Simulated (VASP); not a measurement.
Rh, 1 atom in the cell. The structure is cubic, space group Im-3m (No. 229). The conventional cell has a = 2.975 Å, b = 2.975 Å, c = 2.975 Å, α = 90.00°, β = 90.00°, γ = 90.00°. Within 3.4 Å of Rh (site symmetry m-3m) lie 14 Rh at 2.58 to 2.97 Å.  This cell differs from its parent crystal: volume scaled by 0.92.

| Property | Result |
| --- | --- |
| Program | VASP 6.6.1 |
| Task | single point |
| Functional | r2SCAN |
| Potentials or basis | VASP PAW PBE potentials, release 64 (Rh_pv) |
| Cutoff | 520 eV |
| k mesh | 16 × 16 × 16 |
| Occupations | fermi-dirac, width 0.05 eV |
| Spin | collinear spin, ferromagnetic start |
| Starting moments | [0.873] μB |
| Dipole correction | no |
| Further INCAR settings | ALGO = Normal; EDIFF = 1e-06; NBANDS = 18 |

Potentials or basis: VASP PAW PBE potentials, release 64 (Rh_pv).

Command:

```bash
$ cat potpaw_PBE.64/Rh_pv/POTCAR > POTCAR
$ cp INCAR.step1 INCAR
$ mpirun -np 1 vasp_std > vasp.out
$ cp INCAR.step2 INCAR
$ mpirun -np 1 vasp_std > vasp.out
```

Hardware: 1 thread of AMD EPYC 9R45 96-Core Processor (Zen 5) (shared host).

Estimate the wall time of this run.

Run time: 2.5 min on 1 thread of AMD EPYC 9R45 96-Core Processor (Zen 5), on a shared host, peak memory 0.14 GiB. Counts: k points 145.
